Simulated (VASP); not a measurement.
# PtSe2 (base) (P-3m1) in VASP: further runs

PtSe2 (base) is run at these levels: PBEsol+D3(BJ); tasks: single point, relaxation of cell and atoms.

All numbers are computed with VASP 6.6.1; they aren't measurements. Logs are shortened: lines on timing, memory, paths and dates and some standing lists are left out, and cuts for length are marked.

### Step 1. The cell of the first run

Symmetry: P-3m1, No. 164, trigonal system. Conventional cell: a = 3.738 Å, b = 3.738 Å, c = 4.632 Å, α = 90.00°, β = 90.00°, γ = 120.00°. Within 3.3 Å of Pt (site symmetry -3m) lie 6 Se at 2.50 Å. Within 3.3 Å of Se (site symmetry 3m) lie 3 Pt at 2.50 Å and 3 Se at 3.02 Å.

### Step 2. Single point, PBEsol+D3(BJ)

INCAR reads:

```
PREC     = Accurate       # precision mode
ENCUT    = 520            # plane-wave cutoff, eV
EDIFF    = 1E-6           # SCF threshold, eV
ISMEAR   = 0              # smearing method
SIGMA    = 0.1            # smearing width, eV
LREAL    = F              # projectors in reciprocal space
LASPH    = T              # aspherical terms in the spheres
NELM     = 100            # most SCF steps
ALGO     = Normal         # electronic algorithm
ISIF     = 2              # what is computed and relaxed
LWAVE    = F              # write WAVECAR
LCHARG   = F              # write CHGCAR
GGA      = PS             # functional
IVDW     = 12             # dispersion correction
NBANDS   = 18             # bands
```

KPOINTS reads:

```
regular mesh
0
Gamma
  15 15 10
```

POSCAR reads:

```
PtSe2
1.0
    3.7383544499     -0.0000000029      0.0000000000
   -1.8691772224      3.2375099234      0.0000000000
    0.0000000000      0.0000000000      4.6319270167
Pt Se
1 2
Direct
    0.0000000000      0.0000000000      0.0000000000
    0.6666666667      0.3333333333      0.7277740859
    0.3333333333      0.6666666667      0.2722259141
```

Potentials or basis: VASP PAW PBE potentials, release 64 (Pt, Se).

Command:

```sh
$ cat potpaw_PBE.64/Pt/POTCAR potpaw_PBE.64/Se/POTCAR > POTCAR
$ mpirun -np 1 vasp_std > vasp.out
```

OUTCAR:

```text
PREC = Accurate
   ENCUT = 520
   EDIFF = 1E-6
   ISMEAR = 0
   LREAL = F
   LASPH = T
   NELM = 100
   ISIF = 2
   GGA = PS
   IVDW = 12
 IVDW          = 12

 ion  position               nearest neighbor table
   1  0.000  0.000  0.000-   2 2.50   3 2.50   3 2.50   2 2.50   2 2.50   3 2.50
   2  0.667  0.333  0.728-   1 2.50   1 2.50   1 2.50
   3  0.333  0.667  0.272-   1 2.50   1 2.50   1 2.50

  LATTYP: Found a hexagonal cell.
 ALAT       =     3.7383544499
 C/A-ratio  =     1.2390283155

  Lattice vectors:

 A1 = (   3.7383544499,  -0.0000000029,   0.0000000000)
 A2 = (  -1.8691772224,   3.2375099234,   0.0000000000)
 A3 = (   0.0000000000,   0.0000000000,   4.6319270167)

Analysis of symmetry for initial positions (statically):
=====================================================================
 Subroutine PRICEL returns:
 Original cell was already a primitive cell.

 Routine SETGRP: Setting up the symmetry group for a
 hexagonal supercell.

 Subroutine GETGRP returns: Found 12 space group operations
 (whereof 12 operations were pure point group operations)
 out of a pool of 24 trial point group operations.

The static configuration has the point symmetry D_3d.

Analysis of symmetry for dynamics (positions and initial velocities):
=====================================================================
 Subroutine PRICEL returns:
 Original cell was already a primitive cell.

 Routine SETGRP: Setting up the symmetry group for a
 hexagonal supercell.

 Subroutine GETGRP returns: Found 12 space group operations
 (whereof 12 operations were pure point group operations)
 out of a pool of 24 trial point group operations.

The dynamic configuration has the point symmetry D_3d.

 Subroutine INISYM returns: Found 12 space group operations
 (whereof 12 operations are pure point group operations),
 and found     1 'primitive' translations

----------------------------------------------------------------------------------------

                                     Primitive cell

  volume of cell :      56.0600

  direct lattice vectors                    reciprocal lattice vectors
     3.738354450 -0.000000003  0.000000000     0.267497375  0.154439681  0.000000000
    -1.869177222  3.237509923  0.000000000     0.000000000  0.308879362  0.000000000
     0.000000000  0.000000000  4.631927017     0.000000000  0.000000000  0.215892866

  length of vectors
     3.738354450  3.738354450  4.631927017     0.308879362  0.308879362  0.215892866

  position of ions in fractional coordinates (direct lattice)
     0.000000000  0.000000000  0.000000000
     0.666666667  0.333333333  0.727774086
     0.333333333  0.666666667  0.272225914

  ion indices of the primitive-cell ions
   primitive index   ion index
                 1           1
                 2           2
                 3           3

----------------------------------------------------------------------------------------

 KPOINTS: regular mesh

Automatic generation of k-mesh.
 Grid dimensions read from file:
 generate k-points for:   15   15   10

 Generating k-lattice:

  Cartesian coordinates                     Fractional coordinates (reciprocal lattice)
     0.017833158  0.010295979  0.000000000     0.066666667  0.000000000  0.000000000
     0.000000000  0.020591957  0.000000000    -0.000000000  0.066666667  0.000000000
     0.000000000  0.000000000  0.021589287     0.000000000  0.000000000  0.100000000

  Length of vectors
     0.020591957  0.020591957  0.021589287

  Shift w.r.t. Gamma in fractional coordinates (k-lattice)
     0.000000000  0.000000000  0.000000000

 Subroutine IBZKPT returns following result:
 ===========================================

 Found    238 irreducible k-points:

 Following reciprocal coordinates:
            Coordinates               Weight
  0.000000  0.000000  0.000000      1.000000
  0.066667 -0.000000  0.000000      6.000000
  0.133333 -0.000000  0.000000      6.000000
  0.200000 -0.000000  0.000000      6.000000
  0.266667 -0.000000  0.000000      6.000000
[... 42 lines left out ...]
  free energy    TOTEN  =       -15.86738511 eV

  energy without entropy =      -15.86374465  energy(sigma->0) =      -15.86556488

 E-fermi :   7.3229     XC(G=0): -11.3000

 val. band max:        7.3189829310   @ k =   0.0000   0.3333   0.3000
 cond. band min:       7.3231845422   @ k =   0.0667  -0.0000   0.2000
 fundamental gap:      0.0042016112
 Fermi energy:         7.3229076318

 k-point     1 :       0.0000    0.0000    0.0000
  band No.  band energies     occupation
      1      -8.8076      2.00000
      2      -5.1698      2.00000
      3      -0.1615      2.00000
      4       0.7951      2.00000
      5       0.7951      2.00000
      6       3.3898      2.00000
[... 10 lines left out ...]
     17      14.5028      0.00000
     18      18.9498      0.00000

 k-point     2 :       0.0667   -0.0000    0.0000
  band No.  band energies     occupation
      1      -8.7564      2.00000
      2      -5.2089      2.00000
      3      -0.0981      2.00000
      4       0.8287      2.00000
      5       0.8553      2.00000
      6       3.3238      2.00000
[... 10 lines left out ...]
     17      14.6504      0.00000
     18      18.2685      0.00000

 k-point     3 :       0.1333   -0.0000    0.0000
  band No.  band energies     occupation
      1      -8.6055      2.00000
      2      -5.3192      2.00000
      3       0.0871      2.00000
      4       0.9259      2.00000
      5       1.0261      2.00000
      6       3.0836      2.00000
[... 10 lines left out ...]
     17      15.0526      0.00000
     18      17.0562      0.00000

 k-point     4 :       0.2000   -0.0000    0.0000
  band No.  band energies     occupation
      1      -8.3631      2.00000
      2      -5.4840      2.00000
      3       0.3795      2.00000
      4       1.0755      2.00000
      5       1.2692      2.00000
      6       2.5757      2.00000
[... 375 lines left out ...]
      4       1.1512      2.00000
      5       1.5427      2.00000
      6       2.0444      2.00000
[... 10 lines left out ...]
     17      16.1855      0.00000
     18      16.9677      0.00000

 k-point    23 :       0.3333    0.2000    0.0000
  band No.  band energies     occupation
      1      -6.9317      2.00000
      2      -6.2993      2.00000
      3       0.1296      2.00000
      4       1.1917      2.00000
      5       1.5370      2.00000
      6       2.2552      2.00000
[... 10 lines left out ...]
     17      16.1463      0.00000
     18      17.4237      0.00000

 k-point    24 :       0.4000    0.2000    0.0000
  band No.  band energies     occupation
      1      -6.7401      2.00000
      2      -6.4410      2.00000
      3      -0.0266      2.00000
      4       1.1981      2.00000
      5       1.5392      2.00000
      6       2.3004      2.00000
[... 10 lines left out ...]
     17      16.1740      0.00000
     18      17.9192      0.00000

 [... further k-points ...]

------------------------ aborting loop because EDIFF is reached ----------------------------------------

 Edisp (eV)   -1.39285

 E8    (eV) :    -0.9064

  FORCE on cell =-STRESS in cart. coord.  units (eV):
  Direction    XX          YY          ZZ          XY          YZ          ZX
  --------------------------------------------------------------------------------------
  -------------------------------------------------------------------------------------
  Total       0.04492     0.04492     0.02651     0.00000     0.00000     0.00000
  in kB       1.28380     1.28380     0.75758     0.00000     0.00000     0.00000
  external pressure =        1.11 kB  Pullay stress =        0.00 kB

 VOLUME and BASIS-vectors are now :
 -----------------------------------------------------------------------------
  energy-cutoff  :      520.00
  volume of cell :       56.06
      direct lattice vectors                 reciprocal lattice vectors
     3.738354450 -0.000000003  0.000000000     0.267497375  0.154439681  0.000000000
    -1.869177222  3.237509923  0.000000000     0.000000000  0.308879362  0.000000000
     0.000000000  0.000000000  4.631927017     0.000000000  0.000000000  0.215892866

 POSITION                                       TOTAL-FORCE (eV/Angst)
 -----------------------------------------------------------------------------------
      0.00000      0.00000      0.00000         0.000000      0.000000      0.000000
      1.86918      1.07917      3.37100        -0.000000      0.000000     -0.015891
      0.00000      2.15834      1.26093        -0.000000     -0.000000      0.015891
 -----------------------------------------------------------------------------------
    total drift:                                0.000000      0.000000      0.000000

  FREE ENERGIE OF THE ION-ELECTRON SYSTEM (eV)
  ---------------------------------------------------
  free  energy   TOTEN  =       -17.2602311225 eV

  energy  without entropy=      -17.2565906648  energy(sigma->0) =      -17.25841089
```

Run time: 4.5 min. Hardware: 1 thread of AMD EPYC 7R43 (Zen 3), shared host; peak memory 0.32 GiB.

What came out:

| Property | Result |
| --- | --- |
| Free energy | -17.2602 eV |
| Pressure | 0.1 GPa |
| Largest force | 0.016 eV/Å |
| Band gap on the k mesh | zero (band 11 reaches 8.24 eV, above the bottom of band 12 at 7.12 eV) |
| Dispersion energy per atom | -0.464 eV |

Forces in eV/Å, atoms in the order of the input:
```
Pt   0.000  0.000  0.000
Se   0.000  0.000 -0.016
Se   0.000  0.000  0.016
```

Levels at points of the mesh, in eV from the Fermi level:
| k point | band 7 | band 8 | band 9 | band 10 | band 11 | band 12 | band 13 | band 14 | band 15 | band 16 |
| --- | --- | --- | --- | --- | --- | --- | --- | --- | --- | --- |
| (0.00, 0.00, 0.00) | -3.93 | -2.51 | -1.03 | -1.03 | 0.92 | 0.92 | 0.99 | 3.00 | 4.32 | 7.18 |
| (0.00, 0.00, 0.50) | -4.01 | -3.01 | -1.94 | -1.94 | -1.69 | 2.54 | 2.54 | 5.02 | 6.41 | 6.41 |

Caveat: the PAW data sets were made with another functional, which shifts forces and pressure a little; spin-orbit coupling is left out, which moves the levels of the heavy elements; pairwise dispersion overbinds metals, which lowers pressure and volume.

### Step 3. Relaxation of cell and atoms, PBEsol+D3(BJ)

INCAR reads:

```
  ALGO = Normal
  EDIFF = 1E-7
  EDIFFG = -0.002
  ENCUT = 600
  GGA = PS
  IBRION = 2
  ISIF = 3
  ISMEAR = 0
  IVDW = 12
  LASPH = True
  LCHARG = False
  LREAL = False
  LWAVE = False
  NELM = 100
  NSW = 100
  PREC = Accurate
  SIGMA = 0.1
```

KPOINTS reads:

```
k-points
0
Gamma
  15 15 10
```

POSCAR reads:

```
PtSe2
1.0
    3.7375374164     -0.0000000029      0.0000000000
   -1.8687687057      3.2368023517      0.0000000000
    0.0000000000      0.0000000000      4.6409966897
Pt Se
1 2
Direct
    0.0000000000      0.0000000000      0.0000000000
    0.6666666667      0.3333333333      0.7283332513
    0.3333333333      0.6666666667      0.2716667487
```

Potentials or basis: VASP PAW PBE potentials, release 64 (Pt, Se).

Command:

```sh
$ cat potpaw_PBE.64/Pt/POTCAR potpaw_PBE.64/Se/POTCAR > POTCAR
$ mpirun -np 1 vasp_std > vasp.out
```

Wall time 23 min (1 thread of AMD EPYC 7R43 (Zen 3), shared host); peak memory 0.37 GiB.

Results (log left out):

```yaml
Free_energy: -17.2603 eV
Relaxed_volume: 18.69 Å³/atom
Relaxed_cell: a = 3.739 Å, b = 3.739 Å, c = 4.631 Å, α = 90.00°, β = 90.00°, γ = 120.00°
Space_group_after_relaxing_to_0.05_Å: P-3m1 (No. 164)
Energy_gained_by_relaxing: 0.0 meV/atom
Ionic_steps: 13
Pressure_after_relaxing: 0.0 GPa
Band_gap_on_the_k_mesh: zero (band 11 reaches 8.23 eV, above the bottom of band 12 at 7.11 eV)
Dispersion_energy_per_atom: -0.464 eV
```

Step by step:
| step | energy change (eV) | largest force (eV/Å) | pressure (GPa) | volume (Å³) |
| --- | --- | --- | --- | --- |
| 1 | 0.0000 | 0.0347 | 0.12 | 56.15 |
| 2 | 0.0000 | 0.0096 | -0.31 | 56.26 |
| 3 | -0.0001 | 0.0143 | -0.08 | 56.20 |
| 4 | -0.0001 | 0.0089 | -0.04 | 56.16 |
| 5 | -0.0001 | 0.0018 | 0.00 | 56.10 |
| 6 | -0.0001 | 0.0011 | 0.02 | 56.08 |
| 7 | -0.0001 | 0.0007 | 0.02 | 56.08 |
| 8 | -0.0001 | 0.0006 | 0.01 | 56.09 |
| 9 | -0.0001 | 0.0005 | 0.01 | 56.09 |
| 10 | -0.0001 | 0.0037 | -0.03 | 56.10 |
| 11 | -0.0001 | 0.0025 | -0.01 | 56.09 |
| 12 | -0.0001 | 0.0028 | -0.02 | 56.09 |
| 13 | -0.0001 | 0.0005 | 0.00 | 56.08 |

Final structure:
```
CELL_PARAMETERS angstrom
3.73939 0.00000 0.00000
-1.86969 3.23840 0.00000
0.00000 0.00000 4.63138
ATOMIC_POSITIONS crystal
Pt 0.00000 0.00000 0.00000
Se 0.66667 0.33333 0.72759
Se 0.33333 0.66667 0.27241
```

Levels at points of the mesh, in eV from the Fermi level:
```
           k point  band 8  band 9  band 10  band 11  band 12  band 13  band 14  band 15
(0.00, 0.00, 0.00)   -2.51   -1.02    -1.02     0.92     0.92     0.99     3.01     4.32
(0.00, 0.00, 0.50)   -3.00   -1.94    -1.94    -1.70     2.54     2.54     5.02     6.41
```

Caveat: the PAW data sets were made with another functional, which shifts forces and pressure a little; spin-orbit coupling is left out, which moves the levels of the heavy elements; pairwise dispersion overbinds metals, which lowers pressure and volume.

### Step 4. Single point, PBEsol+D3(BJ)

INCAR reads:

```
SYSTEM = PtSe2
PREC = Accurate ; ENCUT = 520
EDIFF = 1E-6 ; ISMEAR = 0
SIGMA = 0.02 ; LREAL = .FALSE.
LASPH = .TRUE. ; NELM = 100
ALGO = Normal ; ISIF = 2
LWAVE = .FALSE. ; LCHARG = .TRUE.
GGA = PS ; IVDW = 12
LELF = .TRUE. ; LVHAR = .TRUE.
NBANDS = 18
```

KPOINTS reads:

```
regular mesh
0
G
  9 9 6
  0 0 0
```

POSCAR is that of step 3.

Command:

```sh
$ cat potpaw_PBE.64/Pt/POTCAR potpaw_PBE.64/Se/POTCAR > POTCAR
$ mpirun -np 1 vasp_std > vasp.out
```

Wall time 62 s (1 thread of AMD EPYC 7R43 (Zen 3), shared host); peak memory 0.19 GiB.

It converged, with:

* Free energy: -17.2562 eV
* Pressure: 0.1 GPa
* Largest force: 0.018 eV/Å
* Band gap on the k mesh: zero (band 11 reaches 8.24 eV, above the bottom of band 12 at 7.31 eV)
* Dispersion energy per atom: -0.464 eV

Forces in eV/Å, atoms in the order of the input:
```
Pt   0.000  0.000  0.000
Se   0.000  0.000 -0.018
Se   0.000  0.000  0.018
```

Levels at points of the mesh, in eV from the Fermi level:
```
           k point  band 9  band 10  band 11  band 12  band 13  band 14
(0.00, 0.00, 0.00)   -1.03    -1.03     0.93     0.93     0.98     3.00
(0.00, 0.00, 0.50)   -1.93    -1.93    -1.70     2.53     2.53     5.01
```

Caveat: the PAW data sets were made with another functional, which shifts forces and pressure a little; spin-orbit coupling is left out, which moves the levels of the heavy elements; pairwise dispersion overbinds metals, which lowers pressure and volume.

### Step 5. Relaxation of cell and atoms, PBEsol+D3(BJ)

This run uses another cell than the first one, of 23.22 Å³/atom, 1.242 times its volume.

INCAR reads:

```
SYSTEM = PtSe2
ALGO     = Normal         ! electronic algorithm
EDIFF    = 1E-6           ! SCF threshold, eV
EDIFFG   = -0.002         ! ionic threshold
ENCUT    = 600            ! plane-wave cutoff, eV
GGA      = PS             ! functional
IBRION   = 2              ! ionic algorithm
ISIF     = 3              ! what is computed and relaxed
ISMEAR   = 0              ! smearing method
IVDW     = 12             ! dispersion correction
LASPH    = .TRUE.         ! aspherical terms in the spheres
LCHARG   = .FALSE.        ! write CHGCAR
LREAL    = .FALSE.        ! projectors in reciprocal space
LWAVE    = .FALSE.        ! write WAVECAR
NELM     = 100            ! most SCF steps
NSW      = 100            ! ionic steps
PREC     = Accurate       ! precision mode
SIGMA    = 0.02           ! smearing width, eV
```

KPOINTS reads:

```
k-points
0
G
  9 9 6
  0 0 0
```

POSCAR reads:

```
PtSe2
1.0
    3.7082278700      0.0000000000      0.0000000000
   -1.8541139300      3.2114195400      0.0000000000
    0.0000000000      0.0000000000      5.8486069200
Pt Se
1 2
Direct
    0.0000000000      0.0000000000      0.0000000000
    0.6666666700      0.3333333300      0.7796640600
    0.3333333300      0.6666666700      0.2203359400
```

Command:

```sh
$ cat potpaw_PBE.64/Pt/POTCAR potpaw_PBE.64/Se/POTCAR > POTCAR
$ mpirun -np 1 vasp_std > vasp.out
```

Wall time 23 min (1 thread of AMD EPYC 7R43 (Zen 3), shared host); peak memory 0.24 GiB.

The run converged. Its results:

```yaml
Free_energy: -17.2570 eV
Relaxed_volume: 18.73 Å³/atom
Relaxed_cell: a = 3.739 Å, b = 3.739 Å, c = 4.642 Å, α = 90.00°, β = 90.00°, γ = 120.00°
Space_group_after_relaxing_to_0.05_Å: P-3m1 (No. 164)
Energy_gained_by_relaxing: 106.9 meV/atom
Ionic_steps: 42
Pressure_after_relaxing: 0.0 GPa
Band_gap_on_the_k_mesh: zero (band 11 reaches 8.23 eV, above the bottom of band 12 at 7.29 eV)
Dispersion_energy_per_atom: -0.463 eV
```

Step by step:
```tsv
step	energy change (eV)	largest force (eV/Å)	pressure (GPa)	volume (Å³)
1	0.0000	0.1301	-2.42	69.65
3	-0.0152	0.4805	0.39	67.78
5	-0.1194	0.4082	1.06	63.17
7	1.3718	2.4354	44.63	43.38
9	0.0248	0.8591	20.95	49.61
11	-0.0694	1.3443	17.08	51.81
13	-0.0878	1.4512	15.67	52.74
15	-0.1045	1.2705	15.49	52.32
17	-0.0972	0.4493	15.80	50.63
19	-0.1268	0.8849	15.00	51.63
21	-0.2107	0.6614	10.84	52.76
23	-0.3132	0.1072	-2.13	57.43
25	-0.3194	0.0400	0.19	56.42
27	-0.3197	0.0359	0.17	56.39
29	-0.3205	0.0160	0.11	56.25
31	-0.3208	0.0014	0.10	56.14
33	-0.3207	0.0058	0.09	56.10
35	-0.3208	0.0105	-0.07	56.19
37	-0.3208	0.0067	0.00	56.16
39	-0.3208	0.0047	0.00	56.17
41	-0.3208	0.0076	0.01	56.19
42	-0.3208	0.0018	0.01	56.18
```

Final structure:
```cif
data_structure
_symmetry_space_group_name_H-M 'P 1'
_symmetry_Int_Tables_number 1
_cell_length_a 3.7386
_cell_length_b 3.7386
_cell_length_c 4.6415
_cell_angle_alpha 90.000
_cell_angle_beta 90.000
_cell_angle_gamma 120.000
_cell_volume 56.18
loop_
_atom_site_label
_atom_site_type_symbol
_atom_site_fract_x
_atom_site_fract_y
_atom_site_fract_z
_atom_site_occupancy
Pt1 Pt 0.00000 0.00000 0.00000 1
Se1 Se 0.66667 0.33333 0.72820 1
Se2 Se 0.33333 0.66667 0.27180 1
```

Levels at points of the mesh, in eV from the Fermi level:
| k point | band 8 | band 9 | band 10 | band 11 | band 12 | band 13 | band 14 | band 15 |
| --- | --- | --- | --- | --- | --- | --- | --- | --- |
| (0.00, 0.00, 0.00) | -2.52 | -1.03 | -1.03 | 0.93 | 0.93 | 0.98 | 3.01 | 4.31 |
| (0.00, 0.00, 0.50) | -3.01 | -1.93 | -1.93 | -1.70 | 2.53 | 2.53 | 5.01 | 6.42 |

Caveat: the volume moved by over 15 % at a fixed basis, so the end points are rough; the PAW data sets were made with another functional, which shifts forces and pressure a little; spin-orbit coupling is left out, which moves the levels of the heavy elements.

### Step 6. Overview

| task | cell | k mesh | cutoff (eV) | smearing | gap on the mesh (eV) | pressure (GPa) | relaxed volume (Å³/atom) | largest force (eV/Å) |
| --- | --- | --- | --- | --- | --- | --- | --- | --- |
| single point | a = 3.738, b = 3.738, c = 4.632 Å, angles 90.0, 90.0, 120.0°, 3 atoms | 15 × 15 × 10 | 520 | gaussian 0.1 eV | none | 0.1 | - | 0.02 |
| relaxation of cell and atoms | relaxed from a = 3.738, b = 3.738, c = 4.641 Å, angles 90.0, 90.0, 120.0°, 3 atoms | 15 × 15 × 10 | 600 | gaussian 0.1 eV | none | 0.0 | 18.69 | - |
| single point | a = 3.738, b = 3.738, c = 4.641 Å, angles 90.0, 90.0, 120.0°, 3 atoms | 9 × 9 × 6 | 520 | gaussian 0.02 eV | none | 0.1 | - | 0.02 |
| relaxation of cell and atoms | relaxed from a = 3.708, b = 3.708, c = 5.849 Å, angles 90.0, 90.0, 120.0°, 3 atoms | 9 × 9 × 6 | 600 | gaussian 0.02 eV | none | 0.0 | 18.73 | - |

Alike in all rows: level PBEsol+D3(BJ); potentials or basis VASP PAW PBE potentials, release 64 (Pt, Se); no spin polarisation.

Caveats: the PAW data sets were made with another functional, which shifts forces and pressure a little; spin-orbit coupling is left out, which moves the levels of the heavy elements; pairwise dispersion overbinds metals, which lowers pressure and volume (some runs); the volume moved by over 15 % at a fixed basis, so the end points are rough (some runs).

Absolute energies hang on the potentials; compare differences alone.
